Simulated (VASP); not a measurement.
Runs of VASP 6.6.1 on Ge. The structure is that of space group Pm-3m (No. 221), or close to it. The cells are those of the table. 

```csv
task,level,cell,cutoff (eV),smearing,k mesh for the DOS,occupations for the DOS,gap on the mesh (eV),pressure (GPa)
single point,PBEsol,"a = 2.344 Å, 1 atom",520,fermi-dirac 0.1 eV,-,-,none,74.2
single point,PBEsol,"a = 2.555 Å, 1 atom",520,fermi-dirac 0.1 eV,-,-,none,13.4
single point,PBEsol,"a = 2.012 Å, 1 atom",520,fermi-dirac 0.1 eV,-,-,none,455.3
relaxation of cell and atoms,PBEsol,"relaxed from a = 2.738 Å, 1 atom",600,fermi-dirac 0.1 eV,-,-,none,0.0
single point,PBEsol,"a = 2.454 Å, 1 atom",520,fermi-dirac 0.01 eV,-,-,none,(a)
single point,PBEsol+D3(BJ),"a = 2.555 Å, 1 atom",520,fermi-dirac 0.1 eV,-,-,none,9.8
single point,PBEsol,"a = 2.116 Å, 1 atom",520,fermi-dirac 0.1 eV,-,-,none,(b)
single point,PBEsol,"a = 2.454 Å, 1 atom",520,fermi-dirac 0.1 eV,-,-,none,34.6
```

Alike in all rows: potentials or basis VASP PAW PBE potentials, release 64 (Ge_d); no spin polarisation; k mesh 15 × 15 × 15.

Q: Estimate the missing entries.

A: (a) 34.4; (b) 266.7.

Caveats: the PAW data sets were made with another functional, which shifts forces and pressure a little; three body term missing (some runs); pairwise dispersion overbinds metals, which lowers pressure and volume (some runs).

A k mesh can miss the band edges, and the runs leave out spin-orbit coupling on Ge.

A gap of «none» marks levels without a gap at the run's occupations.
